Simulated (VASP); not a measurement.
Set up this calculation in VASP 6.6.1, as the native input.

| Quantity | Value |
| --- | --- |
| Task | single point |
| Functional | PBE |
| Potentials or basis | VASP PAW PBE potentials, release 64 (Ba_sv, Hf_pv, O) |
| Cutoff | 520 eV |
| k mesh | 4 × 4 × 4 |
| Occupations | gaussian, width 0.1 eV |
| Spin | no spin polarisation |
| Dipole correction | no |
| Further INCAR settings | ALGO = Normal; EDIFF = 1e-06; NBANDS = 27 |

The structure of BaHfO3 lies in POSCAR:

```
BaHfO3
1.0
    4.1695666300      0.0000000000      0.0000000000
    0.0000000000      4.1695666300      0.0000000000
    0.0000000000      0.0000000000      4.1703767800
Ba Hf O
1 1 3
Direct
    0.5000000000      0.5000000000      0.9964249700
    0.0000000000      0.0000000000      0.4978753300
    0.0000000000      0.5000000000      0.4988901300
    0.5000000000      0.0000000000      0.4988901300
    0.0000000000      0.0000000000      0.9979412000
```

The input as run:

INCAR

```
PREC = Accurate ; ENCUT = 520
EDIFF = 1E-6 ; ISMEAR = 0
SIGMA = 0.1 ; LREAL = F
LASPH = T ; NELM = 80
ALGO = Normal ; ISIF = 2
LWAVE = F ; LCHARG = F
GGA = PE ; NBANDS = 27
```

KPOINTS

```
Automatic mesh
0
Gamma
  4 4 4
```

Potentials or basis: VASP PAW PBE potentials, release 64 (Ba_sv, Hf_pv, O).

Run with:

```sh
$ cat potpaw_PBE.64/Ba_sv/POTCAR potpaw_PBE.64/Hf_pv/POTCAR potpaw_PBE.64/O/POTCAR > POTCAR
$ mpirun -np 1 vasp_std > vasp.out
```

Results of the run:

| Quantity | Value |
| --- | --- |
| Pressure | 3.8 GPa |
| Largest force | 0.024 eV/Å |
| Band gap on the k mesh | 3.58 eV, indirect (least direct gap 3.80 eV) |

Caveat: spin-orbit coupling is left out, which moves the levels of the heavy elements.

It took 19 s on 1 thread of Intel(R) Xeon(R) Platinum 8488C (Sapphire Rapids) (shared host), peak memory 0.2 GiB.
